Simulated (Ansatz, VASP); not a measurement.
## Two plane-wave programs on Sn2Te3Se

```
Sn Te Se
1.0
     5.66511    0.00000    0.00000
    -2.83255    4.90613    0.00000
     0.00000    0.00000    6.33090
Sn Te Se
2 3 1
Cartesian
  0.0000 3.2708 3.1654
  2.8326 1.6354 3.1654
  0.0000 3.2708 0.0000
  2.8326 1.6354 0.0000
  0.0000 0.0000 3.1654
  0.0000 0.0000 0.0000
```

Alike in both runs: functional PBE; k mesh 12 × 12 × 6; occupations gaussian, width 0.1 eV; no spin polarisation.

Ansatz relaxed the structure, and its values are those at the end. VASP's run is a single point on that final structure, the one shown.

|  | VASP | Ansatz |
| --- | --- | --- |
| version | VASP 6.6.1 | Ansatz 0.2.0 |
| potentials or method | VASP PAW PBE potentials, release 64 (Sn_d, Te, Se), cutoff 520 eV | scalar-relativistic, plane waves, PAW |
| valence electrons in the cell | 52 | 92 |

|  | VASP | Ansatz | Ansatz less VASP |
| --- | --- | --- | --- |
| gap on the k mesh at the Fermi level (eV) | none | none | - |
| pressure (GPa) | 0.0 | 0.0 | +0.04 |

A gap of «none» marks a metal or a gap that the smearing closes. VASP's potentials hold 52 valence electrons a cell and Ansatz's 92, so a difference there can come from the potentials and not from the codes.

Neither program's run includes spin-orbit coupling.
